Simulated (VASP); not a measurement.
# CaB6 (Pm-3m) in VASP: further runs

Runs on CaB6. Level: PBE+D3(BJ). Tasks: single point, relaxation of cell and atoms.

Everything below comes from runs of VASP 6.6.1. Logs are shortened: lines on timing, memory, paths and dates and some standing lists are left out, and cuts for length are marked.

## Step 1: The cell of the first run

The structure is cubic, space group Pm-3m (No. 221). Conventional cell: a = 4.117 Å, b = 4.117 Å, c = 4.117 Å, α = 90.00°, β = 90.00°, γ = 90.00°. Within 4.2 Å of Ca (site symmetry m-3m) lie 24 B at 3.03 Å and 6 Ca at 4.12 Å. B (site symmetry 4mm) has 5 B at 1.66 to 1.74 Å within 2.2 Å.

## Step 2: Single point, PBE+D3(BJ)

INCAR reads:

```
PREC = Accurate ; ENCUT = 520
EDIFF = 1E-6 ; ISMEAR = 0
SIGMA = 0.01 ; LREAL = False
LASPH = True ; NELM = 80
ALGO = Normal ; ISIF = 2
LWAVE = False ; LCHARG = False
GGA = PE ; IVDW = 12
NBANDS = 23
```

KPOINTS reads:

```
regular mesh
0
Gamma
  8 8 8
```

POSCAR reads:

```
CaB6
1.0
    4.1166126525      0.0000000000      0.0000000000
    0.0000000000      4.1166126525      0.0000000000
    0.0000000000      0.0000000000      4.1166126525
Ca B
1 6
Direct
    0.5000000000      0.5000000000      0.5000000000
    0.0000000000      0.0000000000      0.2986086285
    0.0000000000      0.0000000000      0.7013913715
    0.2986086285      0.0000000000      0.0000000000
    0.7013913715      0.0000000000      0.0000000000
    0.0000000000      0.2986086285      0.0000000000
    0.0000000000      0.7013913715      0.0000000000
```

Potentials or basis: VASP PAW PBE potentials, release 64 (Ca_sv, B).

Run with:

```
$ cat potpaw_PBE.64/Ca_sv/POTCAR potpaw_PBE.64/B/POTCAR > POTCAR
$ mpirun -np 1 vasp_std > vasp.out
```

OUTCAR:

```text
PREC = Accurate
   ENCUT = 520
   EDIFF = 1E-6
   ISMEAR = 0
   LREAL = False
   LASPH = True
   NELM = 80
   ISIF = 2
   GGA = PE
   IVDW = 12
 IVDW          = 12

 ion  position               nearest neighbor table
   1  0.500  0.500  0.500-
   2  0.000  0.000  0.299-   3 1.66   4 1.74   5 1.74   6 1.74   7 1.74
   3  0.000  0.000  0.701-   2 1.66   4 1.74   5 1.74   6 1.74   7 1.74
   4  0.299  0.000  0.000-   5 1.66   3 1.74   2 1.74   6 1.74   7 1.74
   5  0.701  0.000  0.000-   4 1.66   3 1.74   2 1.74   6 1.74   7 1.74
   6  0.000  0.299  0.000-   7 1.66   3 1.74   4 1.74   5 1.74   2 1.74
   7  0.000  0.701  0.000-   6 1.66   3 1.74   4 1.74   5 1.74   2 1.74

  LATTYP: Found a simple cubic cell.
 ALAT       =     4.1166126525

  Lattice vectors:

 A1 = (   4.1166126525,   0.0000000000,   0.0000000000)
 A2 = (   0.0000000000,   4.1166126525,   0.0000000000)
 A3 = (   0.0000000000,   0.0000000000,   4.1166126525)

Analysis of symmetry for initial positions (statically):
=====================================================================
 Subroutine PRICEL returns:
 Original cell was already a primitive cell.

 Routine SETGRP: Setting up the symmetry group for a
 simple cubic supercell.

 Subroutine GETGRP returns: Found 48 space group operations
 (whereof 48 operations were pure point group operations)
 out of a pool of 48 trial point group operations.

The static configuration has the point symmetry O_h .

Analysis of symmetry for dynamics (positions and initial velocities):
=====================================================================
 Subroutine PRICEL returns:
 Original cell was already a primitive cell.

 Routine SETGRP: Setting up the symmetry group for a
 simple cubic supercell.

 Subroutine GETGRP returns: Found 48 space group operations
 (whereof 48 operations were pure point group operations)
 out of a pool of 48 trial point group operations.

The dynamic configuration has the point symmetry O_h .

 Subroutine INISYM returns: Found 48 space group operations
 (whereof 48 operations are pure point group operations),
 and found     1 'primitive' translations

----------------------------------------------------------------------------------------

                                     Primitive cell

  volume of cell :      69.7622

  direct lattice vectors                    reciprocal lattice vectors
     4.116612652  0.000000000  0.000000000     0.242918167  0.000000000  0.000000000
     0.000000000  4.116612652  0.000000000     0.000000000  0.242918167  0.000000000
     0.000000000  0.000000000  4.116612652     0.000000000  0.000000000  0.242918167

  length of vectors
     4.116612652  4.116612652  4.116612652     0.242918167  0.242918167  0.242918167

  position of ions in fractional coordinates (direct lattice)
     0.500000000  0.500000000  0.500000000
     0.000000000  0.000000000  0.298608628
     0.000000000  0.000000000  0.701391372
     0.298608628  0.000000000  0.000000000
     0.701391372  0.000000000  0.000000000
     0.000000000  0.298608628  0.000000000
     0.000000000  0.701391372  0.000000000

  ion indices of the primitive-cell ions
   primitive index   ion index
                 1           1
                 2           2
                 3           3
                 4           4
                 5           5
                 6           6
                 7           7

----------------------------------------------------------------------------------------

 KPOINTS: regular mesh

Automatic generation of k-mesh.
 Grid dimensions read from file:
 generate k-points for:    8    8    8

 Generating k-lattice:

  Cartesian coordinates                     Fractional coordinates (reciprocal lattice)
     0.030364771  0.000000000  0.000000000     0.125000000  0.000000000  0.000000000
     0.000000000  0.030364771  0.000000000     0.000000000  0.125000000  0.000000000
     0.000000000  0.000000000  0.030364771     0.000000000  0.000000000  0.125000000

  Length of vectors
     0.030364771  0.030364771  0.030364771

  Shift w.r.t. Gamma in fractional coordinates (k-lattice)
     0.000000000  0.000000000  0.000000000

 Subroutine IBZKPT returns following result:
 ===========================================

 Found     35 irreducible k-points:

 Following reciprocal coordinates:
            Coordinates               Weight
  0.000000  0.000000  0.000000      1.000000
  0.125000  0.000000  0.000000      6.000000
  0.250000  0.000000  0.000000      6.000000
  0.375000  0.000000  0.000000      6.000000
  0.500000  0.000000  0.000000      3.000000
  0.125000  0.125000  0.000000     12.000000
[... 16 lines left out ...]
  0.375000  0.375000  0.125000     24.000000
  0.500000  0.375000  0.125000     24.000000
 [... further k-points ...]
   k-points           NKPTS =     35   k-points in BZ     NKDIM =     35   number of bands    NBANDS=     23
   number of dos      NEDOS =    301   number of ions     NIONS =      7
   total plane-waves  NPLWV =  32768
   dimension x,y,z NGX =    32 NGY =   32 NGZ =   32
   dimension x,y,z NGXF=    64 NGYF=   64 NGZF=   64
   ions per type =               1   6
   NGX,Y,Z   is equivalent  to a cutoff of  12.92, 12.92, 12.92 a.u.
   NGXF,Y,Z  is equivalent  to a cutoff of  25.85, 25.85, 25.85 a.u.
 SYSTEM =  unknown system
   PREC   = accura    normal or accurate (medium, high low for compatibility)
   ISTART =      0    job   : 0-new  1-cont  2-samecut
   ICHARG =      2    charge: 1-file 2-atom 10-const
   ISPIN  =      1    spin polarized calculation?
   LNONCOLLINEAR =      F non collinear calculations
   LSORBIT =      F    spin-orbit coupling
   LASPH  =      T    aspherical Exc in radial PAW
   ENCUT  =  520.0 eV  38.22 Ry    6.18 a.u.   7.65  7.65  7.65*2*pi/ulx,y,z
   NELM   =     80;   NELMIN=  2; NELMDL= -5     # of ELM steps
   EDIFF  = 0.1E-05   stopping-criterion for ELM
   LREAL  =      F    real-space projection
   EDIFFG = 0.1E-04   stopping-criterion for IOM
   NSW    =      0    number of steps for IOM
   IBRION =     -1    ionic relax: 0-MD 1-quasi-New 2-CG
   NFREE  =      0    steps in history (QN), initial steepest desc. (CG)
   ISIF   =      2    stress and relaxation
   ISYM   =      2    0-nonsym 1-usesym 2-fastsym
   POTIM  = 0.5000    time-step for ionic-motion
   TEBEG  =    0.0;   TEEND  =   0.0 temperature during run
   PSTRESS=    0.0 pullay stress
   NELECT =      28.0000    total number of electrons
   NUPDOWN=      -1.0000    fix difference up-down
   EMIN   =  10.00;   EMAX   =-10.00  energy-range for DOS
   EFERMI =   0.00;   METHOD = LEGACY
   ISMEAR =     0;   SIGMA  =   0.01  broadening in eV -4-tet -1-fermi 0-gaus
   EFERMI_NEDOS =   21; number of points for ismear=-14 and -15
   IALGO  =     38    algorithm
   IMIX   =      4    mixing-type and parameters
     AMIX     =   0.40;   BMIX     =  1.00
     AMIX_MAG =   1.60;   BMIX_MAG =  1.00
  volume/ion in A,a.u.               =       9.97        67.25
  Fermi-wavevector in a.u.,A,eV,Ry     =   1.207594  2.282021 19.841138  1.458283
  Thomas-Fermi vector in A             =   2.343227
   LORBIT       =      0    0 simple, 1 ext, 2 COOP (PROOUT), +10 PAW based schemes
   GGA     = PE    functional components
   LHFCALC =     F    Hartree Fock is set to
   AEXX    =    0.0000 exact exchange contribution
   IVDW    =    12    specifies the selected vdW correction
   LEPSILON=     F    determine dielectric tensor
   LRPA    =     F    only Hartree local field effects (RPA)
 non-spin polarized calculation
 Gauss-broadening in eV      SIGMA  =   0.01
  energy-cutoff  :      520.00
  volume of cell :       69.76
 maximum number of plane-waves:      1924
 NGX is ok and might be reduce to    32
   NGX = 15   NGY = 15   NGZ = 15

 number of electron      28.0000004 magnetization

 Free energy of the ion-electron system (eV)
  ---------------------------------------------------
  ext. energy  EPLUGINS =         0.00000000
  ---------------------------------------------------
  free energy    TOTEN  =       -44.99730208 eV

  energy without entropy =      -44.99730208  energy(sigma->0) =      -44.99730208

 E-fermi :   4.8480     XC(G=0): -10.6594

 val. band max:        4.8133417653   @ k =   0.3750   0.0000   0.0000
 cond. band min:       4.8816410115   @ k =   0.5000   0.0000   0.0000
 fundamental gap:      0.0682992462
 Fermi energy:         4.8479734484

 k-point     1 :       0.0000    0.0000    0.0000
  band No.  band energies     occupation
      1     -36.2944      2.00000
      2     -17.2833      2.00000
      3     -17.2833      2.00000
      4     -17.2833      2.00000
      5      -9.7691      2.00000
      6      -2.1686      2.00000
[... 15 lines left out ...]
     22       9.6219      0.00000
     23      10.8432      0.00000

 k-point     2 :       0.1250    0.0000    0.0000
  band No.  band energies     occupation
      1     -36.2940      2.00000
      2     -17.2928      2.00000
      3     -17.2822      2.00000
      4     -17.2822      2.00000
      5      -9.7165      2.00000
      6      -2.9310      2.00000
[... 15 lines left out ...]
     22       9.4799      0.00000
     23      10.3286      0.00000

 k-point     3 :       0.2500    0.0000    0.0000
  band No.  band energies     occupation
      1     -36.2931      2.00000
      2     -17.3158      2.00000
      3     -17.2796      2.00000
      4     -17.2796      2.00000
      5      -9.5811      2.00000
      6      -3.8538      2.00000
[... 15 lines left out ...]
     22       9.9119      0.00000
     23      10.3230      0.00000
[... 495 lines left out ...]
 k-point    23 :       0.3750    0.3750    0.1250
  band No.  band energies     occupation
      1     -36.2896      2.00000
      2     -17.3268      2.00000
      3     -17.3250      2.00000
      4     -17.2791      2.00000
      5      -9.1821      2.00000
      6      -3.9789      2.00000
[... 15 lines left out ...]
     22      11.9288      0.00000
     23      12.3608      0.00000

 k-point    24 :       0.5000    0.3750    0.1250
  band No.  band energies     occupation
      1     -36.2893      2.00000
      2     -17.3344      2.00000
      3     -17.3241      2.00000
      4     -17.2780      2.00000
      5      -9.1406      2.00000
      6      -4.1165      2.00000
[... 15 lines left out ...]
     22      11.8320      0.00000
     23      12.8828      0.00000

 [... further k-points ...]

------------------------ aborting loop because EDIFF is reached ----------------------------------------

 Edisp (eV)   -1.55864

 E8    (eV) :    -0.6027

  FORCE on cell =-STRESS in cart. coord.  units (eV):
  Direction    XX          YY          ZZ          XY          YZ          ZX
  --------------------------------------------------------------------------------------
  -------------------------------------------------------------------------------------
  Total       0.04234     0.04234     0.04234     0.00000    -0.00000     0.00000
  in kB       0.97232     0.97232     0.97232     0.00000    -0.00000     0.00000
  external pressure =        0.97 kB  Pullay stress =        0.00 kB

 VOLUME and BASIS-vectors are now :
 -----------------------------------------------------------------------------
  energy-cutoff  :      520.00
  volume of cell :       69.76
      direct lattice vectors                 reciprocal lattice vectors
     4.116612652  0.000000000  0.000000000     0.242918167  0.000000000  0.000000000
     0.000000000  4.116612652  0.000000000     0.000000000  0.242918167  0.000000000
     0.000000000  0.000000000  4.116612652     0.000000000  0.000000000  0.242918167

 POSITION                                       TOTAL-FORCE (eV/Angst)
 -----------------------------------------------------------------------------------
      2.05831      2.05831      2.05831         0.000000      0.000000      0.000000
      0.00000      0.00000      1.22926         0.000000      0.000000      0.018153
      0.00000      0.00000      2.88736         0.000000      0.000000     -0.018153
      1.22926      0.00000      0.00000         0.018153      0.000000      0.000000
      2.88736      0.00000      0.00000        -0.018153      0.000000      0.000000
      0.00000      1.22926      0.00000         0.000000      0.018153      0.000000
      0.00000      2.88736      0.00000         0.000000     -0.018153      0.000000
 -----------------------------------------------------------------------------------
    total drift:                                0.000000      0.000000     -0.000000

  FREE ENERGIE OF THE ION-ELECTRON SYSTEM (eV)
  ---------------------------------------------------
  free  energy   TOTEN  =       -46.5559445938 eV

  energy  without entropy=      -46.5559445930  energy(sigma->0) =      -46.55594459
```

Run time: 22 s. Hardware: 1 thread of AMD EPYC 9R45 (Zen 5), shared host; peak memory 0.18 GiB.

Results:

```
Free energy                : -46.5559 eV
Pressure                   : 0.1 GPa
Largest force              : 0.018 eV/Å
Band gap on the k mesh     : 0.07 eV (least direct gap 0.12 eV)
Dispersion energy per atom : -0.223 eV
```

Forces on the atoms (eV/Å):
```
Ca   0.000  0.000  0.000
B    0.000  0.000  0.018
B    0.000  0.000 -0.018
B    0.018  0.000  0.000
B   -0.018  0.000  0.000
B    0.000  0.018  0.000
B    0.000 -0.018  0.000
```

Levels at points of the mesh, in eV from the valence-band top:
```
           k point  band 10  band 11  band 12  band 13  band 14  band 15  band 16  band 17  band 18  band 19
(0.00, 0.00, 0.00)    -5.36    -5.36    -0.33    -0.33    -0.33     2.83     2.83     2.83     3.40     3.40
(0.50, 0.00, 0.00)    -4.95    -2.43    -2.43    -1.81    -0.14     0.07     3.23     3.23     3.84     3.95
(0.50, 0.50, 0.00)    -5.04    -2.76    -2.76    -1.50    -1.50     3.10     3.10     4.10     4.42     4.42
(0.50, 0.50, 0.50)    -4.44    -4.44    -1.10    -1.10    -1.10     4.34     4.80     4.80     4.91     4.91
```

## Step 3: Relaxation of cell and atoms, PBE+D3(BJ)

This run uses another cell than the first one, of 10.19 Å³/atom.

INCAR reads:

```
SYSTEM = CaB6
ALGO = Normal ; EDIFF = 1E-6
EDIFFG = -0.005 ; ENCUT = 600
GGA = PE ; IBRION = 2
ISIF = 3 ; ISMEAR = 0
IVDW = 12 ; LASPH = .TRUE.
LCHARG = .FALSE. ; LREAL = .FALSE.
LWAVE = .FALSE. ; NELM = 100
NSW = 70 ; PREC = Accurate
SIGMA = 0.01
```

KPOINTS reads:

```
k-points
0
G
  8 8 8
  0 0 0
```

POSCAR reads:

```
CaB6
1.0
    4.1477323187      0.0000000000      0.0000000000
    0.0000000000      4.1477323187      0.0000000000
    0.0000000000      0.0000000000      4.1477323187
Ca B
1 6
Direct
    0.5000000000      0.5000000000      0.5000000000
    0.0000000000      0.0000000000      0.2982058814
    0.0000000000      0.0000000000      0.7017941186
    0.2982058814      0.0000000000      0.0000000000
    0.7017941186      0.0000000000      0.0000000000
    0.0000000000      0.2982058814      0.0000000000
    0.0000000000      0.7017941186      0.0000000000
```

Potentials or basis: VASP PAW PBE potentials, release 64 (Ca_sv, B).

Run with:

```
$ cat potpaw_PBE.64/Ca_sv/POTCAR potpaw_PBE.64/B/POTCAR > POTCAR
$ mpirun -np 1 vasp_std > vasp.out
```

Wall time 79 s (1 thread of AMD EPYC 9R45 (Zen 5), shared host); peak memory 0.22 GiB.

It converged, with:

```
Free energy                           : -46.5622 eV
Relaxed volume                        : 9.97 Å³/atom
Relaxed cell                          : a = 4.117 Å, b = 4.117 Å, c = 4.117 Å, α = 90.00°, β = 90.00°, γ = 90.00°
Space group after relaxing (to 0.1 Å) : Pm-3m (No. 221)
Energy gained by relaxing             : 2.3 meV/atom
Ionic steps                           : 5
Pressure after relaxing               : 0.0 GPa
Band gap on the k mesh                : 0.07 eV (least direct gap 0.12 eV)
Dispersion energy per atom            : -0.223 eV
```

Step by step:
| step | energy change (eV) | largest force (eV/Å) | pressure (GPa) | volume (Å³) |
| --- | --- | --- | --- | --- |
| 1 | 0.0000 | 0.0186 | -3.28 | 71.36 |
| 2 | -0.0136 | 0.1134 | 1.42 | 69.22 |
| 3 | -0.0161 | 0.0868 | 0.05 | 69.82 |
| 4 | -0.0149 | 0.1853 | -0.05 | 69.74 |
| 5 | -0.0164 | 0.0006 | 0.01 | 69.79 |

Final structure:
```yaml
crystal:
  lattice:
    - [4.11718, 0.00000, 0.00000]
    - [0.00000, 4.11718, 0.00000]
    - [0.00000, 0.00000, 4.11718]
  atoms:
    - { symbol: Ca, position: [0.50000, 0.50000, 0.50000] }
    - { symbol: B, position: [0.00000, 0.00000, 0.29867] }
    - { symbol: B, position: [0.00000, 0.00000, 0.70133] }
    - { symbol: B, position: [0.29867, 0.00000, 0.00000] }
    - { symbol: B, position: [0.70133, 0.00000, 0.00000] }
    - { symbol: B, position: [0.00000, 0.29867, 0.00000] }
    - { symbol: B, position: [0.00000, 0.70133, 0.00000] }
```

Levels at points of the mesh, in eV from the valence-band top:
| k point | band 10 | band 11 | band 12 | band 13 | band 14 | band 15 | band 16 | band 17 | band 18 |
| --- | --- | --- | --- | --- | --- | --- | --- | --- | --- |
| (0.00, 0.00, 0.00) | -5.36 | -5.36 | -0.33 | -0.33 | -0.33 | 2.82 | 2.82 | 2.82 | 3.39 |
| (0.50, 0.00, 0.00) | -4.95 | -2.43 | -2.43 | -1.82 | -0.14 | 0.07 | 3.23 | 3.23 | 3.85 |
| (0.50, 0.50, 0.00) | -5.05 | -2.76 | -2.76 | -1.51 | -1.51 | 3.10 | 3.10 | 4.10 | 4.42 |
| (0.50, 0.50, 0.50) | -4.44 | -4.44 | -1.11 | -1.11 | -1.11 | 4.33 | 4.80 | 4.80 | 4.91 |

A k mesh can miss the band edges.
